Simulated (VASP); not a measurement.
Input of a VASP 6.6.1 run:

INCAR

```
  PREC = Accurate
  ENCUT = 600
  EDIFF = 1E-7
  ISMEAR = -1
  SIGMA = 0.1
  LREAL = F
  LASPH = T
  NELM = 60
  ALGO = Normal
  ISIF = 3
  LWAVE = F
  LCHARG = F
  GGA = RE
  IVDW = 12
  IBRION = 2
  NSW = 60
  EDIFFG = -0.01
```

KPOINTS

```
regular mesh
0
Gamma
  4 4 5
```

POSCAR

```
GaSi2Ir3
1.0
    2.8512050000      4.9384320000      0.0000000000
   -2.8512050000      4.9384320000      0.0000000000
    0.0000000000      0.0000000000      3.3785380000
Ir Ga Si
3 1 2
Direct
    0.5000000000      0.5000000000      0.5000000000
    0.5000000000      0.0000000000      0.5000000000
    0.0000000000      0.5000000000      0.5000000000
    0.0000000000      0.0000000000      0.0000000000
    0.3333000000      0.3334000000      0.0000000000
    0.6666000000      0.6667000000      0.0000000000
```

Potentials or basis: VASP PAW PBE potentials, release 64 (Ir, Ga_d, Si).

The run is started by

```console
$ cat potpaw_PBE.64/Ir/POTCAR potpaw_PBE.64/Ga_d/POTCAR potpaw_PBE.64/Si/POTCAR > POTCAR
$ mpirun -np 1 vasp_std > vasp.out
```

Task: Estimate the relaxed volume.

Result: 15.62 Å³/atom.

Task: Predict the dispersion energy per atom.

Result: -0.972 eV.

The path:
```
step  energy change (eV)  largest force (eV/Å)  pressure (GPa)  volume (Å³)
   1              0.0000                0.0026            3.40        95.14
   2             -0.3106                0.0005           -4.71        99.63
   3             -0.3106                0.0006           -4.63        99.53
   4             -0.5321                0.0008           -1.18        94.35
   5             -0.5360                0.0008           -0.28        93.87
   6             -0.5365                0.0009            0.15        93.64
   7             -0.5365                0.0003           -0.14        93.75
   8             -0.5366                0.0006            0.01        93.69
```

Caveat: the k points lie up to 0.34 Å⁻¹ apart in the final cell, too coarse for converged energies and pressures of a metal; the PAW data sets were made with another functional, which shifts forces and pressure a little.
